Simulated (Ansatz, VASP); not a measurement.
# Si4Ru in VASP and in Ansatz

```
Si Ru
1.0
    -3.74129    3.74129    2.78738
     3.74129   -3.74129    2.78738
     3.74129    3.74129   -2.78738
Si Ru
8 2
Direct
  0.47607 0.75000 0.72607
  0.02393 0.75000 0.27393
  0.75000 0.02393 0.27393
  0.75000 0.47607 0.72607
  0.97607 0.25000 0.72607
  0.52393 0.25000 0.27393
  0.25000 0.97607 0.72607
  0.25000 0.52393 0.27393
  0.50000 0.50000 0.00000
  0.00000 0.00000 0.00000
```

Alike in both runs: functional PBE; k mesh 4 × 4 × 4; occupations gaussian, width 0.2 eV; no spin polarisation.

Ansatz relaxed the structure, and its values are those at the end. VASP's run is a single point on that final structure, the one shown.

```csv
,VASP,Ansatz
version,VASP 6.6.1,Ansatz 0.2.0
potentials or method,"VASP PAW PBE potentials, release 64 (Si, Ru_pv), cutoff 520 eV","scalar-relativistic, plane waves, PAW"
valence electrons in the cell,60,64
```

Ansatz gave:

- gap on the k mesh at the Fermi level (eV): none
- pressure (GPa): 0.1
- rms of the force components (eV/Å): 0.003

Problem. Estimate VASP's values.

Solution. gap on the k mesh at the Fermi level (eV): none; pressure (GPa): 0.0; rms of the force components (eV/Å): 0.006.

A gap of «none» marks a metal or a gap that the smearing closes. VASP's potentials hold 60 valence electrons a cell and Ansatz's 64, so a difference there can come from the potentials and not from the codes.
